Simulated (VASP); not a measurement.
# La2AgSb4Au (Pccm) in VASP: relaxation of cell and atoms with PBEsol

Aim: the relaxation of cell and atoms of La2AgSb4Au with PBEsol.

Everything below comes from runs of VASP 6.6.1. Logs are shortened: lines on timing, memory, paths and dates and some standing lists are left out, and cuts for length are marked.

## 1. The cell of the first run

The structure is orthorhombic, space group Pccm (No. 49). The conventional cell has a = 6.182 Å, b = 10.986 Å, c = 6.182 Å, α = 90.00°, β = 90.00°, γ = 90.00°. La (site symmetry m) has 8 Sb at 3.27 to 3.40 Å and 2 Au at 3.62 Å and 2 Ag at 3.62 Å and 4 La at 4.37 Å within 4.4 Å. Within 3.8 Å of Au (site symmetry 222) lie 4 Sb at 2.85 Å and 2 Au at 3.09 Å and 2 Ag at 3.09 Å and 4 La at 3.62 Å. Within 3.8 Å of Ag (site symmetry 222) lie 4 Sb at 2.85 Å and 2 Au at 3.09 Å and 2 Ag at 3.09 Å and 4 La at 3.62 Å. Within 3.8 Å of Sb (site symmetry m) lie 2 Au at 2.85 Å and 2 Ag at 2.85 Å and 4 La at 3.27 Å. Sb (site symmetry 222) has 4 Sb at 3.09 Å and 4 La at 3.40 Å within 4.1 Å. Within 4.1 Å of Sb (site symmetry 222) lie 4 Sb at 3.09 Å and 4 La at 3.40 Å.

## 2. Relaxation of cell and atoms, PBEsol

INCAR reads:

```
SYSTEM = La2AgSb4Au
PREC = Accurate
ENCUT = 600
EDIFF = 1E-6
ISMEAR = 1
SIGMA = 0.1
LREAL = .False.
LASPH = .True.
NELM = 80
ALGO = Normal
ISIF = 3
LWAVE = .False.
LCHARG = .False.
GGA = PS
IBRION = 2
NSW = 90
EDIFFG = -0.01
LUSENCCL = .False.
```

KPOINTS reads:

```
Automatic mesh
0
Gamma
  6 6 4
  0 0 0
```

POSCAR reads:

```
La2AgSb4Au
1.0
    4.3711527700     -4.3711527700      0.0000000000
    4.3711527700      4.3711527700      0.0000000000
    0.0000000000      0.0000000000     10.9856205400
La Au Ag Sb
4 2 2 8
Direct
    0.7500000000      0.2500000000      0.2629930000
    0.2500000000      0.7500000000      0.2629930000
    0.2500000000      0.2500000000      0.7370070000
    0.7500000000      0.7500000000      0.7370070000
    0.0000000000      0.0000000000      0.0000000000
    0.0000000000      0.5000000000      0.0000000000
    0.5000000000      0.5000000000      0.0000000000
    0.5000000000      0.0000000000      0.0000000000
    0.7500000000      0.2500000000      0.8333123600
    0.2500000000      0.7500000000      0.8333123600
    0.2500000000      0.2500000000      0.1666876400
    0.7500000000      0.7500000000      0.1666876400
    0.0000000000      0.0000000000      0.5000000000
    0.5000000000      0.5000000000      0.5000000000
    0.0000000000      0.5000000000      0.5000000000
    0.5000000000      0.0000000000      0.5000000000
```

Potentials or basis: VASP PAW PBE potentials, release 64 (La, Au, Ag, Sb).

Started as:

```
> cat potpaw_PBE.64/La/POTCAR potpaw_PBE.64/Au/POTCAR potpaw_PBE.64/Ag/POTCAR potpaw_PBE.64/Sb/POTCAR > POTCAR
> mpirun -np 1 vasp_std > vasp.out
```

OUTCAR:

```text
SYSTEM = La2AgSb4Au
   PREC = Accurate
   ENCUT = 600
   EDIFF = 1E-6
   ISMEAR = 1
   LREAL = .False.
   LASPH = .True.
   NELM = 80
   ISIF = 3
   GGA = PS
   IBRION = 2
   NSW = 90
   EDIFFG = -0.01

 ion  position               nearest neighbor table
   1  0.750  0.250  0.263-  11 3.27  12 3.27  12 3.27  11 3.27  15 3.40  16 3.40  13 3.40  14 3.40
                             5 3.62   6 3.62   7 3.62   8 3.62
   2  0.250  0.750  0.263-  11 3.27  12 3.27  11 3.27  12 3.27  15 3.40  16 3.40  13 3.40  14 3.40
                             5 3.62   6 3.62   7 3.62   8 3.62
   3  0.250  0.250  0.737-   9 3.27  10 3.27  10 3.27   9 3.27  15 3.40  16 3.40  13 3.40  14 3.40
                             5 3.62   6 3.62   7 3.62   8 3.62
   4  0.750  0.750  0.737-   9 3.27  10 3.27   9 3.27  10 3.27  15 3.40  16 3.40  13 3.40  14 3.40
                             5 3.62   6 3.62   7 3.62   8 3.62
   5  0.000  0.000  0.000-   9 2.85  10 2.85  11 2.85  12 2.85   6 3.09   8 3.09   6 3.09   8 3.09
                             1 3.62   2 3.62   3 3.62   4 3.62
   6  0.000  0.500  0.000-   9 2.85  10 2.85  11 2.85  12 2.85   5 3.09   7 3.09   5 3.09   7 3.09
                             1 3.62   2 3.62   3 3.62   4 3.62
   7  0.500  0.500  0.000-   9 2.85  10 2.85  11 2.85  12 2.85   6 3.09   8 3.09   8 3.09   6 3.09
                             1 3.62   2 3.62   3 3.62   4 3.62
   8  0.500  0.000  0.000-   9 2.85  10 2.85  11 2.85  12 2.85   5 3.09   7 3.09   7 3.09   5 3.09
                             1 3.62   2 3.62   3 3.62   4 3.62
   9  0.750  0.250  0.833-   5 2.85   6 2.85   7 2.85   8 2.85   3 3.27   4 3.27   4 3.27   3 3.27
[... 11 lines left out ...]
  15  0.000  0.500  0.500-  13 3.09  14 3.09  13 3.09  14 3.09   1 3.40   2 3.40   3 3.40   4 3.40

  16  0.500  0.000  0.500-  13 3.09  14 3.09  14 3.09  13 3.09   1 3.40   2 3.40   3 3.40   4 3.40

  LATTYP: Found a simple tetragonal cell.
 ALAT       =     6.1817435305
 C/A-ratio  =     1.7771071358

  Lattice vectors:

 A1 = (   4.3711527700,  -4.3711527700,   0.0000000000)
 A2 = (   4.3711527700,   4.3711527700,   0.0000000000)
 A3 = (   0.0000000000,   0.0000000000,  10.9856205400)

Analysis of symmetry for initial positions (statically):
=====================================================================
 Subroutine PRICEL returns:
 Original cell was already a primitive cell.

 Routine SETGRP: Setting up the symmetry group for a
 simple tetragonal supercell.

 Subroutine GETGRP returns: Found  8 space group operations
 (whereof  4 operations were pure point group operations)
 out of a pool of 16 trial point group operations.

The static configuration has the point symmetry D_2 .
 The point group associated with its full space group is D_2h.

Analysis of symmetry for dynamics (positions and initial velocities):
=====================================================================
 Subroutine PRICEL returns:
 Original cell was already a primitive cell.

 Routine SETGRP: Setting up the symmetry group for a
 simple tetragonal supercell.

 Subroutine GETGRP returns: Found  8 space group operations
 (whereof  4 operations were pure point group operations)
 out of a pool of 16 trial point group operations.

The dynamic configuration has the point symmetry D_2 .
 The point group associated with its full space group is D_2h.

 Subroutine INISYM returns: Found  8 space group operations
 (whereof  4 operations are pure point group operations),
 and found     1 'primitive' translations

----------------------------------------------------------------------------------------

                                     Primitive cell

  volume of cell :     419.8040

  direct lattice vectors                    reciprocal lattice vectors
     4.371152770 -4.371152770  0.000000000     0.114386302 -0.114386302  0.000000000
     4.371152770  4.371152770  0.000000000     0.114386302  0.114386302 -0.000000000
     0.000000000  0.000000000 10.985620540    -0.000000000  0.000000000  0.091028085

  length of vectors
     6.181743531  6.181743531 10.985620540     0.161766659  0.161766659  0.091028085

  position of ions in fractional coordinates (direct lattice)
     0.750000000  0.250000000  0.262993000
     0.250000000  0.750000000  0.262993000
     0.250000000  0.250000000  0.737007000
     0.750000000  0.750000000  0.737007000
     0.000000000  0.000000000  0.000000000
     0.000000000  0.500000000  0.000000000
[... 8 lines left out ...]
     0.000000000  0.500000000  0.500000000
     0.500000000  0.000000000  0.500000000

  ion indices of the primitive-cell ions
   primitive index   ion index
[... 46 lines left out ...]
  0.166667  0.000000  0.000000      2.000000
  0.000000  0.166667  0.000000      2.000000
  0.333333  0.000000  0.000000      2.000000
  0.000000  0.333333  0.000000      2.000000
  0.500000  0.000000  0.000000      1.000000
[... 16 lines left out ...]
  0.000000  0.500000  0.250000      2.000000
  0.166667  0.166667  0.250000      8.000000
 [... further k-points ...]
   k-points           NKPTS =     48   k-points in BZ     NKDIM =     48   number of bands    NBANDS=     76
   number of dos      NEDOS =    301   number of ions     NIONS =     16
   total plane-waves  NPLWV = 225000
   dimension x,y,z NGX =    50 NGY =   50 NGZ =   90
   dimension x,y,z NGXF=   100 NGYF=  100 NGZF=  180
   ions per type =               4   2   2   8
   NGX,Y,Z   is equivalent  to a cutoff of  13.45, 13.45, 13.62 a.u.
   NGXF,Y,Z  is equivalent  to a cutoff of  26.89, 26.89, 27.24 a.u.
 SYSTEM =  La2AgSb4Au
   PREC   = accura    normal or accurate (medium, high low for compatibility)
   ISTART =      0    job   : 0-new  1-cont  2-samecut
   ICHARG =      2    charge: 1-file 2-atom 10-const
   ISPIN  =      1    spin polarized calculation?
   LNONCOLLINEAR =      F non collinear calculations
   LSORBIT =      F    spin-orbit coupling
   LASPH  =      T    aspherical Exc in radial PAW
   ENCUT  =  600.0 eV  44.10 Ry    6.64 a.u.  12.35 12.35 21.94*2*pi/ulx,y,z
   NELM   =     80;   NELMIN=  2; NELMDL= -5     # of ELM steps
   EDIFF  = 0.1E-05   stopping-criterion for ELM
   LREAL  =      F    real-space projection
   EDIFFG = -.1E-01   stopping-criterion for IOM
   NSW    =     90    number of steps for IOM
   IBRION =      2    ionic relax: 0-MD 1-quasi-New 2-CG
   NFREE  =      1    steps in history (QN), initial steepest desc. (CG)
   ISIF   =      3    stress and relaxation
   ISYM   =      2    0-nonsym 1-usesym 2-fastsym
   POTIM  = 0.5000    time-step for ionic-motion
   TEBEG  =    0.0;   TEEND  =   0.0 temperature during run
   PSTRESS=    0.0 pullay stress
   NELECT =     128.0000    total number of electrons
   NUPDOWN=      -1.0000    fix difference up-down
   EMIN   =  10.00;   EMAX   =-10.00  energy-range for DOS
   EFERMI =   0.00;   METHOD = LEGACY
   ISMEAR =     1;   SIGMA  =   0.10  broadening in eV -4-tet -1-fermi 0-gaus
   EFERMI_NEDOS =   21; number of points for ismear=-14 and -15
   IALGO  =     38    algorithm
   IMIX   =      4    mixing-type and parameters
     AMIX     =   0.40;   BMIX     =  1.00
     AMIX_MAG =   1.60;   BMIX_MAG =  1.00
  volume/ion in A,a.u.               =      26.24       177.06
  Fermi-wavevector in a.u.,A,eV,Ry     =   1.101867  2.082227 16.518991  1.214112
  Thomas-Fermi vector in A             =   2.238301
   LORBIT       =      0    0 simple, 1 ext, 2 COOP (PROOUT), +10 PAW based schemes
   GGA     = PS    functional components
   LHFCALC =     F    Hartree Fock is set to
   AEXX    =    0.0000 exact exchange contribution
   IVDW    =     0    specifies the selected vdW correction
   LEPSILON=     F    determine dielectric tensor
   LRPA    =     F    only Hartree local field effects (RPA)
 conjugate gradient relaxation of ions
 non-spin polarized calculation
 Methfessel and Paxton  Order N= 1 SIGMA  =   0.10
  energy-cutoff  :      600.00
  volume of cell :      419.80
 maximum number of plane-waves:     14068
 NGX is ok and might be reduce to    50
   NGX = 25   NGY = 25   NGZ = 43

--------------------------------------- Ionic step        1  -------------------------------------------

 number of electron     128.0000000 magnetization

 Free energy of the ion-electron system (eV)
  ---------------------------------------------------
  ext. energy  EPLUGINS =         0.00000000
  ---------------------------------------------------
  free energy    TOTEN  =       -84.83832675 eV

  energy without entropy =      -84.83593398  energy(sigma->0) =      -84.83752916

------------------------ aborting loop because EDIFF is reached ----------------------------------------

  FORCE on cell =-STRESS in cart. coord.  units (eV):
  Direction    XX          YY          ZZ          XY          YZ          ZX
  --------------------------------------------------------------------------------------
  -------------------------------------------------------------------------------------
  Total       -3.4750185     -3.4750185     -7.5327832      0.1187261      0.0000000      0.0000000
  in kB      -13.2623702    -13.2623702    -28.7487849      0.4531170      0.0000000      0.0000000
  external PRESSURE =     -18.4245084 kB  Pullay stress =       0.0000000 kB
[... 131 lines left out ...]
  FREE ENERGIE OF THE ION-ELECTRON SYSTEM (eV)
  ---------------------------------------------------
  free  energy   TOTEN  =       -84.9353005206 eV

  energy  without entropy=      -84.9332101928  energy(sigma->0) =      -84.93460374

[... ionic steps 4 to 9 ...]

--------------------------------------- Ionic step       10  -------------------------------------------

 number of electron     128.0000014 magnetization

------------------------ aborting loop because EDIFF is reached ----------------------------------------
[... 95 lines left out ...]
--------------------------------------- Ionic step       12  -------------------------------------------

 number of electron     128.0000014 magnetization

 Free energy of the ion-electron system (eV)
  ---------------------------------------------------
  ext. energy  EPLUGINS =         0.00000000
  ---------------------------------------------------
  free energy    TOTEN  =       -85.03825216 eV

  energy without entropy =      -85.03364776  energy(sigma->0) =      -85.03671736

 E-fermi :   8.5785     XC(G=0): -10.7021

 val. band max:        8.5718100732   @ k =   0.1667   0.0000   0.2500
 cond. band min:       8.5816781427   @ k =   0.0000   0.0000   0.5000
 fundamental gap:      0.0098680695
 Fermi energy:         8.5784531822

 k-point     1 :       0.0000    0.0000    0.0000
  band No.  band energies     occupation
      1     -23.8079      2.00000
      2     -23.8068      2.00000
      3     -23.7829      2.00000
      4     -23.7829      2.00000
      5      -7.7851      2.00000
      6      -7.7705      2.00000
[... 1885 lines left out ...]
     75      10.7603      0.00000
     76      10.8440      0.00000

 [... further k-points ...]

------------------------ aborting loop because EDIFF is reached ----------------------------------------

  FORCE on cell =-STRESS in cart. coord.  units (eV):
  Direction    XX          YY          ZZ          XY          YZ          ZX
  --------------------------------------------------------------------------------------
  -------------------------------------------------------------------------------------
  Total        0.0282326      0.0282326      0.0569556     -0.0169019      0.0000000      0.0000000
  in kB        0.1113879      0.1113879      0.2247102     -0.0666839      0.0000000      0.0000000
  external PRESSURE =       0.1491620 kB  Pullay stress =       0.0000000 kB
[... 31 lines left out ...]
  FREE ENERGIE OF THE ION-ELECTRON SYSTEM (eV)
  ---------------------------------------------------
  free  energy   TOTEN  =       -85.0382521635 eV

  energy  without entropy=      -85.0336477557  energy(sigma->0) =      -85.03671736

 reached required accuracy - stopping structural energy minimisation
```

Wall time 2.1 h (1 × NVIDIA H100 80GB with 1 thread of AMD EPYC 7R13 (Zen 3), shared host); peak memory 2.6 GiB.

What came out:

| Property | Result |
| --- | --- |
| Free energy | -85.0383 eV |
| Relaxed volume | 25.38 Å³/atom |
| Relaxed cell | a = 6.204 Å, b = 6.210 Å, c = 10.540 Å, α = 90.00°, β = 90.00°, γ = 90.00° |
| Space group after relaxing (to 0.1 Å) | Pccm (No. 49) |
| Energy gained by relaxing | 12.5 meV/atom |
| Ionic steps | 12 |
| Pressure after relaxing | 0.0 GPa |
| Largest force after relaxing | 0.009 eV/Å |
| Band gap on the k mesh | zero (bands 64 and 65 overlap by 0.88 eV) |

Forces on the atoms (eV/Å):
```
La   0.003 -0.003  0.008
La  -0.003  0.003  0.008
La  -0.003  0.003 -0.008
La   0.003 -0.003 -0.008
Au   0.000  0.000  0.000
Au   0.000  0.000  0.000
Ag   0.000  0.000  0.000
Ag   0.000  0.000  0.000
Sb  -0.004  0.004  0.005
Sb   0.004 -0.004  0.005
Sb   0.004 -0.004 -0.005
Sb  -0.004  0.004 -0.005
Sb   0.000  0.000  0.000
Sb   0.000  0.000  0.000
Sb   0.000  0.000  0.000
Sb   0.000  0.000  0.000
```

The path:
```csv
step,energy change (eV),largest force (eV/Å),pressure (GPa),volume (Å³)
1,0.0000,0.3164,-1.84,419.80
2,-0.0809,0.2827,1.49,401.72
3,-0.0970,0.2948,0.46,406.79
4,-0.1490,0.2466,0.31,406.62
5,-0.1853,0.1581,0.09,406.09
6,-0.1974,0.0524,-0.17,407.13
7,-0.1984,0.0210,-0.27,407.54
8,-0.1972,0.0382,0.40,404.22
9,-0.1999,0.0131,0.01,406.11
10,-0.1999,0.0130,0.01,406.08
11,-0.1999,0.0127,0.02,406.02
12,-0.1999,0.0092,0.01,406.09
```

Final structure:
```xyz
16
Lattice="4.3872 -4.3872 0.0000 4.3910 4.3910 0.0000 0.0000 0.0000 10.5402" Properties=species:S:1:pos:R:3 pbc="T T T"
La    4.3999   -2.2044    2.6906
La    4.3783    2.2082    2.6906
La    2.1828    0.0127    7.8496
La    6.5953   -0.0089    7.8496
Au    8.7782    0.0038    0.0000
Au    6.5827   -2.1917    0.0000
Ag    4.3891    0.0019    0.0000
Ag    6.5846    2.1974    0.0000
Sb    4.3879   -2.1924    8.7344
Sb    4.3903    2.1962    8.7344
Sb    2.1948    0.0007    1.8057
Sb    6.5834    0.0031    1.8057
Sb    8.7782    0.0038    5.2701
Sb    4.3891    0.0019    5.2701
Sb    6.5827   -2.1917    5.2701
Sb    6.5846    2.1974    5.2701
```

Caveat: the PAW data sets were made with another functional, which shifts forces and pressure a little; spin-orbit coupling is left out, which moves the levels of the heavy elements.
